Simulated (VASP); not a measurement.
# Ta (Im-3m) in VASP: a series of runs

Runs on Ta. Level: PBEsol. Tasks: relaxation of cell and atoms.

Everything below comes from runs of VASP 6.6.1. Logs are shortened: lines on timing, memory, paths and dates and some standing lists are left out, and cuts for length are marked.

## Step 1: The cell of the first run

The structure is cubic, space group Im-3m (No. 229). Conventional cell: a = 3.259 Å, b = 3.259 Å, c = 3.259 Å, α = 90.00°, β = 90.00°, γ = 90.00°. Within 3.7 Å of Ta (site symmetry m-3m) lie 14 Ta at 2.82 to 3.26 Å.

## Step 2: Relaxation of cell and atoms, PBEsol, target pressure 2 GPa, at which the enthalpy is minimised

INCAR reads:

```
SYSTEM = Ta
ALGO     = Normal         ! electronic algorithm
EDIFF    = 1E-6           ! SCF threshold, eV
EDIFFG   = -0.008         ! ionic threshold
ENCUT    = 600            ! plane-wave cutoff, eV
GGA      = PS             ! functional
IBRION   = 2              ! ionic algorithm
ISIF     = 3              ! what is computed and relaxed
ISMEAR   = 0              ! smearing method
LASPH    = .True.         ! aspherical terms in the spheres
LCHARG   = .False.        ! write CHGCAR
LREAL    = .False.        ! projectors in reciprocal space
LWAVE    = .False.        ! write WAVECAR
NELM     = 80             ! most SCF steps
NSW      = 70             ! ionic steps
PREC     = Accurate       ! precision mode
PSTRESS  = 20.0         
SIGMA    = 0.1            ! smearing width, eV
```

KPOINTS reads:

```
k-points
0
Gamma
  18 18 18
  0 0 0
```

POSCAR reads:

```
Ta
1.0
   -1.6297203970      1.6297203970      1.6297203970
    1.6297203970     -1.6297203970      1.6297203970
    1.6297203970      1.6297203970     -1.6297203970
Ta
1
Direct
    0.0000000000      0.0000000000      0.0000000000
```

Potentials or basis: VASP PAW PBE potentials, release 64 (Ta_pv).

The run is started by

```sh
$ cat potpaw_PBE.64/Ta_pv/POTCAR > POTCAR
$ mpirun -np 1 vasp_std > vasp.out
```

OUTCAR:

```text
SYSTEM = Ta
   EDIFF = 1E-6
   EDIFFG = -0.008
   ENCUT = 600
   GGA = PS
   IBRION = 2
   ISIF = 3
   ISMEAR = 0
   LASPH = .True.
   LREAL = .False.
   NELM = 80
   NSW = 70
   PREC = Accurate
   PSTRESS = 20.0

 ion  position               nearest neighbor table
   1  0.000  0.000  0.000-

  LATTYP: Found a body centered cubic cell.
 ALAT       =     3.2594407940

  Lattice vectors:

 A1 = (  -1.6297203970,   1.6297203970,   1.6297203970)
 A2 = (   1.6297203970,  -1.6297203970,   1.6297203970)
 A3 = (   1.6297203970,   1.6297203970,  -1.6297203970)

Analysis of symmetry for initial positions (statically):
=====================================================================
 Subroutine PRICEL returns:
 Original cell was already a primitive cell.

 Routine SETGRP: Setting up the symmetry group for a
 body centered cubic supercell.

 Subroutine GETGRP returns: Found 48 space group operations
 (whereof 48 operations were pure point group operations)
 out of a pool of 48 trial point group operations.

The static configuration has the point symmetry O_h .

Analysis of symmetry for dynamics (positions and initial velocities):
=====================================================================
 Subroutine PRICEL returns:
 Original cell was already a primitive cell.

 Routine SETGRP: Setting up the symmetry group for a
 body centered cubic supercell.

 Subroutine GETGRP returns: Found 48 space group operations
 (whereof 48 operations were pure point group operations)
 out of a pool of 48 trial point group operations.

The dynamic configuration has the point symmetry O_h .

 Subroutine INISYM returns: Found 48 space group operations
 (whereof 48 operations are pure point group operations),
 and found     1 'primitive' translations

----------------------------------------------------------------------------------------

                                     Primitive cell

  volume of cell :      17.3141

  direct lattice vectors                    reciprocal lattice vectors
    -1.629720397  1.629720397  1.629720397     0.000000000  0.306801094  0.306801094
     1.629720397 -1.629720397  1.629720397     0.306801094  0.000000000  0.306801094
     1.629720397  1.629720397 -1.629720397     0.306801094  0.306801094  0.000000000

  length of vectors
     2.822758530  2.822758530  2.822758530     0.433882267  0.433882267  0.433882267

  position of ions in fractional coordinates (direct lattice)
     0.000000000  0.000000000  0.000000000

  ion indices of the primitive-cell ions
   primitive index   ion index
                 1           1

----------------------------------------------------------------------------------------

 KPOINTS: k-points

Automatic generation of k-mesh.
 Grid dimensions read from file:
 generate k-points for:   18   18   18

 Generating k-lattice:

  Cartesian coordinates                     Fractional coordinates (reciprocal lattice)
     0.000000000  0.017044505  0.017044505     0.055555556  0.000000000  0.000000000
     0.017044505  0.000000000  0.017044505     0.000000000  0.055555556  0.000000000
     0.017044505  0.017044505  0.000000000     0.000000000  0.000000000  0.055555556

  Length of vectors
     0.024104570  0.024104570  0.024104570

  Shift w.r.t. Gamma in fractional coordinates (k-lattice)
     0.000000000  0.000000000  0.000000000

 Subroutine IBZKPT returns following result:
 ===========================================

 Found    195 irreducible k-points:

 Following reciprocal coordinates:
            Coordinates               Weight
  0.000000  0.000000  0.000000      1.000000
  0.055556  0.000000  0.000000     12.000000
  0.111111  0.000000  0.000000     12.000000
  0.166667  0.000000  0.000000     12.000000
  0.222222  0.000000  0.000000     12.000000
  0.277778  0.000000  0.000000     12.000000
[... 16 lines left out ...]
  0.333333  0.111111  0.000000     48.000000
  0.388889  0.111111 -0.000000     48.000000
 [... further k-points ...]
   k-points           NKPTS =    195   k-points in BZ     NKDIM =    195   number of bands    NBANDS=      9
   number of dos      NEDOS =    301   number of ions     NIONS =      1
   total plane-waves  NPLWV =  13824
   dimension x,y,z NGX =    24 NGY =   24 NGZ =   24
   dimension x,y,z NGXF=    48 NGYF=   48 NGZF=   48
   ions per type =               1
   NGX,Y,Z   is equivalent  to a cutoff of  14.13, 14.13, 14.13 a.u.
   NGXF,Y,Z  is equivalent  to a cutoff of  28.27, 28.27, 28.27 a.u.
 SYSTEM =  Ta
   PREC   = accura    normal or accurate (medium, high low for compatibility)
   ISTART =      0    job   : 0-new  1-cont  2-samecut
   ICHARG =      2    charge: 1-file 2-atom 10-const
   ISPIN  =      1    spin polarized calculation?
   LNONCOLLINEAR =      F non collinear calculations
   LSORBIT =      F    spin-orbit coupling
   LASPH  =      T    aspherical Exc in radial PAW
   ENCUT  =  600.0 eV  44.10 Ry    6.64 a.u.   5.64  5.64  5.64*2*pi/ulx,y,z
   NELM   =     80;   NELMIN=  2; NELMDL= -5     # of ELM steps
   EDIFF  = 0.1E-05   stopping-criterion for ELM
   LREAL  =      F    real-space projection
   EDIFFG = -.8E-02   stopping-criterion for IOM
   NSW    =     70    number of steps for IOM
   IBRION =      2    ionic relax: 0-MD 1-quasi-New 2-CG
   NFREE  =      1    steps in history (QN), initial steepest desc. (CG)
   ISIF   =      3    stress and relaxation
   ISYM   =      2    0-nonsym 1-usesym 2-fastsym
   POTIM  = 0.5000    time-step for ionic-motion
   TEBEG  =    0.0;   TEEND  =   0.0 temperature during run
   PSTRESS=   20.0 pullay stress
   NELECT =      11.0000    total number of electrons
   NUPDOWN=      -1.0000    fix difference up-down
   EMIN   =  10.00;   EMAX   =-10.00  energy-range for DOS
   EFERMI =   0.00;   METHOD = LEGACY
   ISMEAR =     0;   SIGMA  =   0.10  broadening in eV -4-tet -1-fermi 0-gaus
   EFERMI_NEDOS =   21; number of points for ismear=-14 and -15
   IALGO  =     38    algorithm
   IMIX   =      4    mixing-type and parameters
     AMIX     =   0.40;   BMIX     =  1.00
     AMIX_MAG =   1.60;   BMIX_MAG =  1.00
  volume/ion in A,a.u.               =      17.31       116.84
  Fermi-wavevector in a.u.,A,eV,Ry     =   1.407362  2.659529 26.948639  1.980669
  Thomas-Fermi vector in A             =   2.529629
   LORBIT       =      0    0 simple, 1 ext, 2 COOP (PROOUT), +10 PAW based schemes
   GGA     = PS    functional components
   LHFCALC =     F    Hartree Fock is set to
   AEXX    =    0.0000 exact exchange contribution
   IVDW    =     0    specifies the selected vdW correction
   LEPSILON=     F    determine dielectric tensor
   LRPA    =     F    only Hartree local field effects (RPA)
 conjugate gradient relaxation of ions
 non-spin polarized calculation
 Gauss-broadening in eV      SIGMA  =   0.10
  energy-cutoff  :      600.00
  volume of cell :       17.31
 maximum number of plane-waves:       603
   NGX = 11   NGY = 11   NGZ = 11

--------------------------------------- Ionic step        1  -------------------------------------------

 number of electron      11.0000000 magnetization

 Free energy of the ion-electron system (eV)
  ---------------------------------------------------
  ext. energy  EPLUGINS =         0.00000000
  ---------------------------------------------------
  free energy    TOTEN  =       -12.55077865 eV

  energy without entropy =      -12.54506109  energy(sigma->0) =      -12.54791987

------------------------ aborting loop because EDIFF is reached ----------------------------------------

  FORCE on cell =-STRESS in cart. coord.  units (eV):
  Direction    XX          YY          ZZ          XY          YZ          ZX
  --------------------------------------------------------------------------------------
  -------------------------------------------------------------------------------------
  Total        0.4752446      0.4752446      0.4752446     -0.0000000      0.0000000     -0.0000000
  in kB       43.9772876     43.9772876     43.9772876     -0.0000000      0.0000000     -0.0000000
  external PRESSURE =      23.9772876 kB  Pullay stress =      20.0000000 kB
[... 59 lines left out ...]
  enthalpy is  TOTEN    =       -12.3279479400 eV   P V=        0.2243386860

--------------------------------------- Ionic step        3  -------------------------------------------

 number of electron      11.0000001 magnetization

 Free energy of the ion-electron system (eV)
  ---------------------------------------------------
  ext. energy  EPLUGINS =         0.00000000
  ---------------------------------------------------
  free energy    TOTEN  =       -12.55455522 eV

  energy without entropy =      -12.54869918  energy(sigma->0) =      -12.55162720

 E-fermi :   5.5606     XC(G=0): -12.8747

 val. band max:        5.5576684619   @ k =  -0.2778   0.3889   0.1111
 cond. band min:       5.5629318021   @ k =   0.1111   0.1111   0.0000
 fundamental gap:      0.0052633402
 Fermi energy:         5.5606136328

 k-point     1 :       0.0000    0.0000    0.0000
  band No.  band energies     occupation
      1     -27.3549      2.00000
      2     -27.3549      2.00000
      3     -27.3549      2.00000
      4      -2.4856      2.00000
      5       6.2732      0.00000
      6       6.2732      0.00000
      7       6.2732      0.00000
      8       9.6459      0.00000
      9       9.6459      0.00000
[... 265 lines left out ...]
 k-point    24 :       0.3889    0.1111   -0.0000
  band No.  band energies     occupation
      1     -28.5712      2.00000
      2     -27.8076      2.00000
      3     -27.4210      2.00000
      4       1.4491      2.00000
      5       4.0443      2.00000
      6       6.3064      0.00000
      7       9.4060      0.00000
      8      10.7579      0.00000
      9      13.7421      0.00000

 [... further k-points ...]
[... 5 lines left out ...]
  --------------------------------------------------------------------------------------
  -------------------------------------------------------------------------------------
  Total        0.2167569      0.2167569      0.2167569      0.0000000      0.0000000      0.0000000
  in kB       19.8393642     19.8393642     19.8393642      0.0000000      0.0000000      0.0000000
  external PRESSURE =      -0.1606358 kB  Pullay stress =      20.0000000 kB
[... 16 lines left out ...]
  FREE ENERGIE OF THE ION-ELECTRON SYSTEM (eV)
  ---------------------------------------------------
  free  energy   TOTEN  =       -12.5545552222 eV

  energy  without entropy=      -12.5486991794  energy(sigma->0) =      -12.55162720

  enthalpy is  TOTEN    =       -12.3360432935 eV   P V=        0.2185119287

 reached required accuracy - stopping structural energy minimisation
```

Wall time 81 s (1 thread of AMD EPYC 7R13, shared host); peak memory 0.15 GiB.

What came out:

* Free energy: -12.5546 eV
* Relaxed volume: 17.50 Å³/atom
* Relaxed cell: a = 2.833 Å, b = 2.833 Å, c = 2.833 Å, α = 109.47°, β = 109.47°, γ = 109.47°
* Space group after relaxing (to 0.1 Å): Im-3m (No. 229)
* Energy change on relaxing (the run minimises the enthalpy): -3.8 meV/atom
* Ionic steps: 3
* Pressure after relaxing: 2.0 GPa
* Band gap on the k mesh: zero (an odd number of electrons rules out a gap without spin polarisation)

Step by step:
```tsv
step	energy change (eV)	largest force (eV/Å)	pressure (GPa)	volume (Å³)
1	0.0000	0.0000	4.40	17.31
2	-0.0015	0.0000	-3.41	17.97
3	-0.0038	0.0000	1.98	17.50
```

Final structure:
```xyz
1
Lattice="-1.6357 1.6357 1.6357 1.6357 -1.6357 1.6357 1.6357 1.6357 -1.6357" Properties=species:S:1:pos:R:3 pbc="T T T"
Ta    0.0000    0.0000    0.0000
```

Levels at points of the mesh, in eV from the Fermi level:
```csv
k point,band 3,band 4,band 5,band 6,band 7,band 8
"(0.00, 0.00, 0.00)",-32.92,-8.05,0.71,0.71,0.71,4.09
"(0.50, 0.00, 0.00)",-32.92,-4.53,-1.65,1.74,3.98,5.05
"(0.50, 0.50, 0.50)",-33.82,-3.99,-3.99,7.07,7.07,7.07
```

Caveat: the cell is relaxed towards a set pressure, so the run minimises the enthalpy, not the energy; the PAW data sets were made with another functional, which shifts forces and pressure a little; spin-orbit coupling is left out, which moves the levels of the heavy elements.

## Step 3: Relaxation of cell and atoms, PBEsol, target pressure -2 GPa, at which the enthalpy is minimised

This run uses another cell than the first one, of 17.99 Å³/atom.

INCAR reads:

```
  PREC = Accurate
  ENCUT = 600
  EDIFF = 1E-6
  ISMEAR = 0
  SIGMA = 0.1
  LREAL = F
  LASPH = T
  NELM = 80
  ALGO = Normal
  ISIF = 3
  LWAVE = F
  LCHARG = F
  GGA = PS
  IBRION = 2
  NSW = 70
  EDIFFG = -0.008
  PSTRESS = -20.0
```

KPOINTS reads:

```
Automatic mesh
0
Gamma
  18 18 18
```

POSCAR reads:

```
Ta
1.0
   -1.6507487451      1.6507487451      1.6507487451
    1.6507487451     -1.6507487451      1.6507487451
    1.6507487451      1.6507487451     -1.6507487451
Ta
1
Direct
    0.0000000000      0.0000000000      0.0000000000
```

Potentials or basis: VASP PAW PBE potentials, release 64 (Ta_pv).

The run is started by

```sh
$ cat potpaw_PBE.64/Ta_pv/POTCAR > POTCAR
$ mpirun -np 1 vasp_std > vasp.out
```

It took 79 s on 1 thread of AMD EPYC 7R13, shared host; peak memory 0.15 GiB.

It converged, with:

- Free energy: -12.5546 eV
- Relaxed volume: 17.84 Å³/atom
- Relaxed cell: a = 2.851 Å, b = 2.851 Å, c = 2.851 Å, α = 109.47°, β = 109.47°, γ = 109.47°
- Space group after relaxing (to 0.1 Å): Im-3m (No. 229)
- Energy change on relaxing (the run minimises the enthalpy): -2.6 meV/atom
- Ionic steps: 3
- Pressure after relaxing: -2.0 GPa
- Band gap on the k mesh: zero (an odd number of electrons rules out a gap without spin polarisation)

The path:
| step | energy change (eV) | largest force (eV/Å) | pressure (GPa) | volume (Å³) |
| --- | --- | --- | --- | --- |
| 1 | 0.0000 | 0.0000 | -3.64 | 17.99 |
| 2 | -0.0029 | 0.0000 | 1.83 | 17.52 |
| 3 | -0.0026 | 0.0000 | -2.00 | 17.84 |

Final structure:
```cif
data_structure
_symmetry_space_group_name_H-M 'P 1'
_symmetry_Int_Tables_number 1
_cell_length_a 2.8513
_cell_length_b 2.8513
_cell_length_c 2.8513
_cell_angle_alpha 109.471
_cell_angle_beta 109.471
_cell_angle_gamma 109.471
_cell_volume 17.84
loop_
_atom_site_label
_atom_site_type_symbol
_atom_site_fract_x
_atom_site_fract_y
_atom_site_fract_z
_atom_site_occupancy
Ta1 Ta 0.00000 0.00000 0.00000 1
```

Levels at points of the mesh, in eV from the Fermi level:
```
           k point  band 3  band 4  band 5  band 6  band 7  band 8
(0.00, 0.00, 0.00)  -32.99   -7.97    0.71    0.71    0.71    4.02
(0.50, 0.00, 0.00)  -33.00   -4.44   -1.59    1.65    3.90    4.94
(0.50, 0.50, 0.50)  -33.84   -3.88   -3.88    6.91    6.91    6.91
```

Caveat: the cell is relaxed towards a set pressure, so the run minimises the enthalpy, not the energy; the PAW data sets were made with another functional, which shifts forces and pressure a little; spin-orbit coupling is left out, which moves the levels of the heavy elements.
